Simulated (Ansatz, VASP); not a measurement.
**GaN in VASP and in Ansatz**

File POSCAR:

```
GaN
1.0
    3.1900000000      0.0000000000      0.0000000000
   -1.5950000000      2.7626210381      0.0000000000
    0.0000000000      0.0000000000      5.1795846876
Ga N
2 2
Direct
    0.3333333333      0.6666666667     -0.0001369521
    0.6666666667      0.3333333333      0.4998630479
    0.3333333333      0.6666666667      0.3771369521
    0.6666666667      0.3333333333      0.8771369521
```

INCAR.step1

```
SYSTEM = GaN
  PREC = Accurate
  ENCUT = 520
  ISMEAR = 0
  SIGMA = 0.01
  LREAL = .False.
  LASPH = .True.
  NELM = 80
  NBANDS = 26
  GGA = PE
  ALGO = Normal
  EDIFF = 1E-4
  LWAVE = .True.
  LCHARG = .False.
```

The input INCAR.step2:

```
SYSTEM = GaN
  PREC = Accurate
  ENCUT = 520
  EDIFF = 1E-6
  ISMEAR = 0
  SIGMA = 0.01
  LREAL = .False.
  LASPH = .True.
  NELM = 80
  ALGO = Normal
  ISIF = 2
  LWAVE = .False.
  LCHARG = .False.
  METAGGA = R2SCAN
  LMIXTAU = .True.
  NBANDS = 26
  ISTART = 1
```

KPOINTS

```
regular mesh
0
Gamma
  8 8 6
  0 0 0
```

Input for Ansatz:

```yaml
crystal:
  lattice:
    - [3.19, 0.0, 0.0]
    - [-1.595, 2.7626210381, 0.0]
    - [0.0, 0.0, 5.1795846876]
  atoms:
    - { symbol: Ga, position: [0.3333333333, 0.6666666667, -0.0001369521] }
    - { symbol: Ga, position: [0.6666666667, 0.3333333333, 0.4998630479] }
    - { symbol: "N", position: [0.3333333333, 0.6666666667, 0.3771369521] }
    - { symbol: "N", position: [0.6666666667, 0.3333333333, 0.8771369521] }
scf:
  occupations: { method: fixed }
  n_extra_bands: 6
output:
  eigenvalues: true
  write_density: true
  write_potential: true
  elf: true
  volumetric_format: npy
kpoints:
  mp_grid: { grid: [8, 8, 6] }
hamiltonian:
  xc: r2scan
```

Alike in both runs: task single point; functional r2SCAN; k mesh 8 × 8 × 6; no spin polarisation.

|  | VASP | Ansatz |
| --- | --- | --- |
| version | VASP 6.6.1 | Ansatz 0.2.0 |
| potentials or method | VASP PAW PBE potentials, release 64 (Ga_d, N) | scalar-relativistic, plane waves, PAW |
| plane-wave cutoff (eV) | 520 | 500 |
| occupations | gaussian, width 0.01 eV | fixed |
| valence electrons in the cell | 36 | 36 |

VASP gave:

| Property | Result |
| --- | --- |
| gap on the k mesh at the Fermi level (eV) | 2.33 |
| least direct gap on the mesh (eV) | 2.33 |

Question: What did Ansatz give for the same quantities?

Answer: gap on the k mesh at the Fermi level (eV): 2.34; least direct gap on the mesh (eV): 2.34.

VASP's potentials were made for PBE, not for r2SCAN.
